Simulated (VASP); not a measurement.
Set up this calculation in VASP 6.6.1, as the native input.

* Task: single point
* Functional: PBE
* Potentials or basis: VASP PAW PBE potentials, release 64 (Ta_pv, S)
* Cutoff: 500 eV
* k mesh: 3 × 3 × 1
* Occupations: gaussian, width 0.1 eV
* Spin: no spin polarisation
* Dipole correction: no
* Further INCAR settings: ALGO = Normal; EDIFF = 1e-06; NBANDS = 18

The structure of TaS2 lies in POSCAR:

```
TaS2
1.0
    3.3828573416      0.0000000000      0.0000000000
   -1.6914286708      2.9296403952      0.0000000000
    0.0000000000      0.0000000000      6.1679785700
Ta S
1 2
Direct
    0.0000000000      0.0000000000      0.0000000000
    0.6666666667      0.3333333333      0.7542821200
    0.3333333333      0.6666666667      0.2457178800
```

The input as run:

INCAR

```
SYSTEM = TaS2
PREC = Accurate ; ENCUT = 500
EDIFF = 1E-6 ; ISMEAR = 0
SIGMA = 0.1 ; LREAL = .FALSE.
LASPH = .TRUE. ; NELM = 120
ALGO = Normal ; ISIF = 2
LWAVE = .FALSE. ; LCHARG = .TRUE.
GGA = PE ; LELF = .TRUE.
LVHAR = .TRUE. ; NBANDS = 18
GGA_COMPAT = .FALSE.
```

KPOINTS

```
regular mesh
0
G
  3 3 1
  0 0 0
```

Potentials or basis: VASP PAW PBE potentials, release 64 (Ta_pv, S).

Command:

```bash
$ cat potpaw_PBE.64/Ta_pv/POTCAR potpaw_PBE.64/S/POTCAR > POTCAR
$ mpirun -np 1 vasp_std > vasp.out
```

Results of the run:

The pressure is 2.3 GPa and the largest force is 0.174 eV/Å.

Caveat: the k points lie up to 1.02 Å⁻¹ apart; this functional lacks dispersion, which binds the layers, so the pressure and a relaxed spacing across them are unreliable.

It used 17 s of CPU time on 1 thread of AMD EPYC 7R13 Processor (Zen 3) (shared host).
